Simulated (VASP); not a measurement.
# Pd (Fm-3m) in VASP: a series of runs, part 2 of 2

VASP 6.6.1.

## 3. Single point, PBEsol

The input, INCAR:

```
SYSTEM = Pd
PREC     = Accurate       ! precision mode
ENCUT    = 520            ! plane-wave cutoff, eV
EDIFF    = 1E-6           ! SCF threshold, eV
ISMEAR   = 0              ! smearing method
SIGMA    = 0.1            ! smearing width, eV
LREAL    = .False.        ! projectors in reciprocal space
LASPH    = .True.         ! aspherical terms in the spheres
NELM     = 100            ! most SCF steps
ALGO     = Normal         ! electronic algorithm
ISIF     = 2              ! what is computed and relaxed
LWAVE    = .False.        ! write WAVECAR
LCHARG   = .False.        ! write CHGCAR
GGA      = PS             ! functional
NBANDS   = 11             ! bands
```

The input, KPOINTS:

```
regular mesh
0
Gamma
  24 24 24
  0 0 0
```

The input, POSCAR:

```
Pd
1.0
    0.0000000000      1.9377463448      1.9377463448
    1.9377463448      0.0000000000      1.9377463448
    1.9377463448      1.9377463448      0.0000000000
Pd
1
Direct
    0.5000000000      0.5000000000      0.5000000000
```

Potentials or basis: VASP PAW PBE potentials, release 64 (Pd).

The run is started by

```sh
cat potpaw_PBE.64/Pd/POTCAR > POTCAR
mpirun -np 1 vasp_std > vasp.out
```

OUTCAR:

```text
SYSTEM = Pd
   PREC = Accurate
   ENCUT = 520
   EDIFF = 1E-6
   ISMEAR = 0
   LREAL = .False.
   LASPH = .True.
   NELM = 100
   ISIF = 2
   GGA = PS

 ion  position               nearest neighbor table
   1  0.500  0.500  0.500-

  LATTYP: Found a face centered cubic cell.
 ALAT       =     3.8754926896

  Lattice vectors:

 A1 = (   0.0000000000,   1.9377463448,   1.9377463448)
 A2 = (   1.9377463448,   0.0000000000,   1.9377463448)
 A3 = (   1.9377463448,   1.9377463448,   0.0000000000)

Analysis of symmetry for initial positions (statically):
=====================================================================
 Subroutine PRICEL returns:
 Original cell was already a primitive cell.

 Routine SETGRP: Setting up the symmetry group for a
 face centered cubic supercell.

 Subroutine GETGRP returns: Found 48 space group operations
 (whereof 48 operations were pure point group operations)
 out of a pool of 48 trial point group operations.

The static configuration has the point symmetry O_h .

Analysis of symmetry for dynamics (positions and initial velocities):
=====================================================================
 Subroutine PRICEL returns:
 Original cell was already a primitive cell.

 Routine SETGRP: Setting up the symmetry group for a
 face centered cubic supercell.

 Subroutine GETGRP returns: Found 48 space group operations
 (whereof 48 operations were pure point group operations)
 out of a pool of 48 trial point group operations.

The dynamic configuration has the point symmetry O_h .

 Subroutine INISYM returns: Found 48 space group operations
 (whereof 48 operations are pure point group operations),
 and found     1 'primitive' translations

----------------------------------------------------------------------------------------

                                     Primitive cell

  volume of cell :      14.5519

  direct lattice vectors                    reciprocal lattice vectors
[... 106 lines left out ...]
  volume/ion in A,a.u.               =      14.55        98.20
  Fermi-wavevector in a.u.,A,eV,Ry     =   1.444668  2.730026 28.396233  2.087064
  Thomas-Fermi vector in A             =   2.562937
   LORBIT       =      0    0 simple, 1 ext, 2 COOP (PROOUT), +10 PAW based schemes
   GGA     = PS    functional components
   LHFCALC =     F    Hartree Fock is set to
   AEXX    =    0.0000 exact exchange contribution
   IVDW    =     0    specifies the selected vdW correction
   LEPSILON=     F    determine dielectric tensor
   LRPA    =     F    only Hartree local field effects (RPA)
 non-spin polarized calculation
 Gauss-broadening in eV      SIGMA  =   0.10
  energy-cutoff  :      520.00
  volume of cell :       14.55
 maximum number of plane-waves:       403
   NGX = 11   NGY = 11   NGZ = 11

 number of electron      10.0000002 magnetization

 Free energy of the ion-electron system (eV)
  ---------------------------------------------------
  ext. energy  EPLUGINS =         0.00000000
  ---------------------------------------------------
  free energy    TOTEN  =        -5.96693644 eV

  energy without entropy =       -5.95545190  energy(sigma->0) =       -5.96119417

 E-fermi :   9.8608     XC(G=0): -13.4641

 val. band max:        9.8572556773   @ k =  -0.3333   0.3750   0.1667
 cond. band min:       9.8624796032   @ k =   0.5000   0.1250   0.0000
 fundamental gap:      0.0052239259
 Fermi energy:         9.8607768581

 k-point     1 :       0.0000    0.0000    0.0000
  band No.  band energies     occupation
      1       2.5048      2.00000
      2       6.9364      2.00000
      3       6.9364      2.00000
      4       6.9364      2.00000
      5       8.6056      2.00000
      6       8.6056      2.00000
      7      26.9830      0.00000
      8      31.8306      0.00000
      9      31.8306      0.00000
     10      31.8306      0.00000
     11      35.9071      0.00000
[... 309 lines left out ...]
 k-point    24 :       0.4583    0.0417    0.0000
  band No.  band energies     occupation
      1       4.4686      2.00000
      2       6.8778      2.00000
      3       6.9625      2.00000
      4       9.2544      2.00000
      5       9.8088      1.53797
      6      10.7257      0.00000
      7      17.8861      0.00000
      8      26.5052      0.00000
      9      30.8417      0.00000
     10      31.1332      0.00000
     11      35.9711      0.00000

 [... further k-points ...]
[... 5 lines left out ...]
  --------------------------------------------------------------------------------------
  -------------------------------------------------------------------------------------
  Total       -0.0312278     -0.0312278     -0.0312278      0.0000000      0.0000000     -0.0000000
  in kB       -3.4382028     -3.4382028     -3.4382028      0.0000000      0.0000000     -0.0000000
  external PRESSURE =      -3.4382028 kB  Pullay stress =       0.0000000 kB

 VOLUME and BASIS-vectors are now :
 -----------------------------------------------------------------------------
  energy-cutoff  :      520.00
  volume of cell :       14.55
      direct lattice vectors                 reciprocal lattice vectors
     0.000000000  1.937746345  1.937746345    -0.258031709  0.258031709  0.258031709
     1.937746345  0.000000000  1.937746345     0.258031709 -0.258031709  0.258031709
     1.937746345  1.937746345  0.000000000     0.258031709  0.258031709 -0.258031709

 POSITION                                       TOTAL-FORCE (eV/Angst)
 -----------------------------------------------------------------------------------
      1.93775      1.93775      1.93775         0.000000      0.000000      0.000000
 -----------------------------------------------------------------------------------
    total drift:                                0.000000      0.000000      0.000000

  FREE ENERGIE OF THE ION-ELECTRON SYSTEM (eV)
  ---------------------------------------------------
  free  energy   TOTEN  =        -5.9669364382 eV

  energy  without entropy=       -5.9554519007  energy(sigma->0) =       -5.96119417
```

OSZICAR:

```text
N       E                     dE             d eps       ncg     rms          rms(c)
DAV:   1     0.405097123457E+02    0.40510E+02   -0.55949E+03  9254   0.892E+02
DAV:   2    -0.576776299874E+01   -0.46277E+02   -0.44493E+02 10115   0.180E+02
DAV:   3    -0.635251581781E+01   -0.58475E+00   -0.58252E+00 10686   0.217E+01
DAV:   4    -0.635508550611E+01   -0.25697E-02   -0.25694E-02 11124   0.150E+00
DAV:   5    -0.635511316657E+01   -0.27660E-04   -0.27661E-04 11649   0.147E-01    0.866E+00
DAV:   6    -0.598280346746E+01    0.37231E+00   -0.15326E+00 11201   0.101E+01    0.387E+00
DAV:   7    -0.597176953252E+01    0.11034E-01   -0.38040E-02 11938   0.119E+00    0.202E+00
DAV:   8    -0.596697615024E+01    0.47934E-02   -0.18574E-03 11303   0.419E-01    0.105E-01
DAV:   9    -0.596693242932E+01    0.43721E-04   -0.22187E-04 12235   0.125E-01    0.160E-02
DAV:  10    -0.596693712780E+01   -0.46985E-05   -0.35719E-06 11338   0.172E-02    0.107E-02
DAV:  11    -0.596693643820E+01    0.68960E-06   -0.58379E-08  7726   0.221E-03
   1 F= -.59669364E+01 E0= -.59611942E+01  d E =-.114845E-01
```

It took 2.1 min on 1 thread of AMD EPYC 7R13, shared host; peak memory 0.15 GiB.

Results:

```
Free energy            : -5.9669 eV
Pressure               : -0.3 GPa
Band gap on the k mesh : zero (band 5 reaches 10.16 eV, above the bottom of band 6 at 8.54 eV)
```

Caveat: the PAW data sets were made with another functional, which shifts forces and pressure a little.

## 4. Relaxation of cell and atoms, PBEsol

This run uses another cell than the first one, of 14.60 Å³/atom, 1.003 times its volume.

The input, INCAR:

```
SYSTEM = Pd
PREC = Accurate
ENCUT = 600
EDIFF = 1E-6
ISMEAR = 0
SIGMA = 0.1
LREAL = .FALSE.
LASPH = .TRUE.
NELM = 100
ALGO = Fast
ISIF = 3
LWAVE = .FALSE.
LCHARG = .FALSE.
GGA = PS
IBRION = 2
NSW = 100
EDIFFG = -0.01
```

The input, KPOINTS:

```
Automatic mesh
0
G
  24 24 24
  0 0 0
```

The input, POSCAR:

```
Pd
1.0
    0.0000000000      1.9398661736      1.9398661736
    1.9398661736      0.0000000000      1.9398661736
    1.9398661736      1.9398661736      0.0000000000
Pd
1
Direct
    0.0000000000      0.0000000000      0.0000000000
```

The run is started by

```sh
cat potpaw_PBE.64/Pd/POTCAR > POTCAR
mpirun -np 1 vasp_std > vasp.out
```

It took 5.2 min on 1 thread of AMD EPYC 7R13, shared host; peak memory 0.18 GiB.

The run converged. Its results:

* Free energy: -5.9674 eV
* Relaxed volume: 14.53 Å³/atom
* Relaxed cell: a = 2.739 Å, b = 2.739 Å, c = 2.739 Å, α = 60.00°, β = 60.00°, γ = 60.00°
* Space group after relaxing (to 0.05 Å): Fm-3m (No. 225)
* Energy gained by relaxing: 0.2 meV/atom
* Ionic steps: 3
* Pressure after relaxing: 0.0 GPa
* Band gap on the k mesh: zero (band 5 reaches 10.19 eV, above the bottom of band 6 at 8.56 eV)

Step by step:
| step | energy change (eV) | largest force (eV/Å) | pressure (GPa) | volume (Å³) |
| --- | --- | --- | --- | --- |
| 1 | 0.0000 | 0.0000 | -1.06 | 14.60 |
| 2 | 0.0005 | 0.0000 | 1.73 | 14.40 |
| 3 | -0.0002 | 0.0000 | 0.04 | 14.53 |

Final structure:
```
Pd
1.0
     0.00000    1.93667    1.93667
     1.93667    0.00000    1.93667
     1.93667    1.93667    0.00000
Pd
1
Direct
  0.00000 0.00000 0.00000
```

Levels at points of the mesh, in eV from the Fermi level:
```
           k point  band 2  band 3  band 4  band 5  band 6  band 7  band 8  band 9
(0.00, 0.00, 0.00)   -2.93   -2.93   -2.93   -1.26   -1.26   17.12   21.98   21.98
(0.50, 0.00, 0.00)   -2.98   -2.98   -0.02   -0.02    0.88    7.38   16.48   21.15
(0.50, 0.50, 0.00)   -5.27   -0.05    0.30    0.30    3.24   10.86   13.19   13.19
```

Caveat: the PAW data sets were made with another functional, which shifts forces and pressure a little.

## 5. Relaxation of cell and atoms, PBEsol

This run uses another cell than the first one, of 14.64 Å³/atom, 1.006 times its volume.

The input, INCAR:

```
PREC = Accurate
ENCUT = 600
EDIFF = 1E-6
ISMEAR = 0
SIGMA = 0.1
LREAL = False
LASPH = True
NELM = 100
ALGO = Fast
ISIF = 3
LWAVE = False
LCHARG = False
GGA = PS
IBRION = 2
NSW = 100
EDIFFG = -0.01
```

The input, KPOINTS:

```
Automatic mesh
0
Gamma
  24 24 24
```

The input, POSCAR:

```
Pd
1.0
    0.0000000000      1.9414643384      1.9414643384
    1.9414643384      0.0000000000      1.9414643384
    1.9414643384      1.9414643384      0.0000000000
Pd
1
Direct
    0.0000000000      0.0000000000      0.0000000000
```

The run is started by

```sh
cat potpaw_PBE.64/Pd/POTCAR > POTCAR
mpirun -np 1 vasp_std > vasp.out
```

It took 6.7 min on 1 thread of AMD EPYC 7R13, shared host; peak memory 0.18 GiB.

The run converged. Its results:

- Free energy: -5.9674 eV
- Relaxed volume: 14.53 Å³/atom
- Relaxed cell: a = 2.739 Å, b = 2.739 Å, c = 2.739 Å, α = 60.00°, β = 60.00°, γ = 60.00°
- Space group after relaxing (to 0.05 Å): Fm-3m (No. 225)
- Energy gained by relaxing: 0.5 meV/atom
- Ionic steps: 5
- Pressure after relaxing: 0.0 GPa
- Band gap on the k mesh: zero (band 5 reaches 10.19 eV, above the bottom of band 6 at 8.56 eV)

The path:
```tsv
step	energy change (eV)	largest force (eV/Å)	pressure (GPa)	volume (Å³)
1	0.0000	0.0000	-1.55	14.64
2	0.0010	0.0000	2.88	14.34
3	-0.0005	0.0000	0.15	14.52
4	-0.0005	0.0000	-0.11	14.53
5	-0.0005	0.0000	-0.03	14.53
```

Final structure:
```
Pd
1.0
     0.00000    1.93668    1.93668
     1.93668    0.00000    1.93668
     1.93668    1.93668    0.00000
Pd
1
Direct
  0.00000 0.00000 0.00000
```

Levels at points of the mesh, in eV from the Fermi level:
```csv
k point,band 2,band 3,band 4,band 5,band 6,band 7,band 8,band 9
"(0.00, 0.00, 0.00)",-2.93,-2.93,-2.93,-1.26,-1.26,17.12,21.98,21.98
"(0.50, 0.00, 0.00)",-2.98,-2.98,-0.02,-0.02,0.88,7.38,16.48,21.15
"(0.50, 0.50, 0.00)",-5.27,-0.05,0.30,0.30,3.24,10.86,13.18,13.18
```

Caveat: the PAW data sets were made with another functional, which shifts forces and pressure a little.

## 6. Overview

| task | cell | cutoff (eV) | gap on the mesh (eV) | pressure (GPa) | relaxed volume (Å³/atom) |
| --- | --- | --- | --- | --- | --- |
| single point | a = 2.740 Å, angles 60.0°, 1 atom | 520 | none | -0.3 | - |
| relaxation of cell and atoms | relaxed from a = 2.743 Å, angles 60.0°, 1 atom | 600 | none | 0.0 | 14.53 |
| relaxation of cell and atoms | relaxed from a = 2.746 Å, angles 60.0°, 1 atom | 600 | none | 0.0 | 14.53 |

Alike in all rows: level PBEsol; potentials or basis VASP PAW PBE potentials, release 64 (Pd); no spin polarisation; k mesh 24 × 24 × 24; smearing gaussian 0.1 eV.

Caveats: the PAW data sets were made with another functional, which shifts forces and pressure a little.

Absolute energies hang on the potentials; compare differences alone.
